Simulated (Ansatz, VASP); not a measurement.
## F in VASP and in Ansatz

The input INCAR:

```
  PREC = Accurate
  ENCUT = 520
  EDIFF = 1E-6
  ISMEAR = 0
  SIGMA = 0.05
  LREAL = F
  LASPH = T
  NELM = 100
  ALGO = Normal
  ISIF = 2
  LWAVE = F
  LCHARG = F
  GGA = PS
  NBANDS = 22
```

File KPOINTS:

```
regular mesh
0
Gamma
  6 6 4
```

File POSCAR:

```
F
1.0
    3.5932197700     -2.1232795150      0.0000000000
    3.5932197700      2.1232795150      0.0000000000
    0.0000000000      0.0000000000      6.2800901100
F
4
Direct
    0.9125420000      0.0874580000      0.0960130000
    0.5874580000      0.4125420000      0.5960130000
    0.4125420000      0.5874580000      0.4039870000
    0.0874580000      0.9125420000      0.9039870000
```

Input for Ansatz:

```yaml
crystal:
  lattice:
    - [3.59321977, -2.123279515, 0.0]
    - [3.59321977, 2.123279515, 0.0]
    - [0.0, 0.0, 6.28009011]
  atoms:
    - { symbol: F, position: [0.912542, 0.087458, 0.096013] }
    - { symbol: F, position: [0.587458, 0.412542, 0.596013] }
    - { symbol: F, position: [0.412542, 0.587458, 0.403987] }
    - { symbol: F, position: [0.087458, 0.912542, 0.903987] }
basis:
  ecutwfc: 420
kpoints:
  mp_grid: { grid: [6, 6, 4] }
hamiltonian:
  xc: pbesol
scf:
  occupations: { method: gaussian, width: 0.05 }
output:
  forces: true
  stress: true
  eigenvalues: true
```

Change from the starting cell: strain +0.015 along x and y, -0.015 along z, atoms carried along.

Alike in both runs: task single point; functional PBEsol; k mesh 6 × 6 × 4; occupations gaussian, width 0.05 eV; no spin polarisation.

|  | VASP | Ansatz |
| --- | --- | --- |
| version | VASP 6.6.1 | Ansatz 0.2.0 |
| potentials or method | VASP PAW PBE potentials, release 64 (F), cutoff 520 eV | scalar-relativistic, plane waves, PAW |
| valence electrons in the cell | 28 | 28 |

Ansatz gave:

```
gap on the k mesh at the Fermi level (eV)                     : 3.22
least direct gap on the mesh (eV)                             : 3.22
pressure (GPa)                                                : -0.9
traceless stress, the component that is largest in VASP (GPa) : 0.84
rms of the force components (eV/Å)                            : 0.311
```

Question: Estimate VASP's values.

Answer: gap on the k mesh at the Fermi level (eV): 3.15; least direct gap on the mesh (eV): 3.15; pressure (GPa): -0.7; traceless stress, the component that is largest in VASP (GPa): 0.20; rms of the force components (eV/Å): 0.080.

VASP's potentials were made for PBE, not for PBEsol. Atom by atom the forces differ by 0.232 eV/Å (rms over components). One of these differences is far larger than is usual between the two programs; its cause wasn't traced.
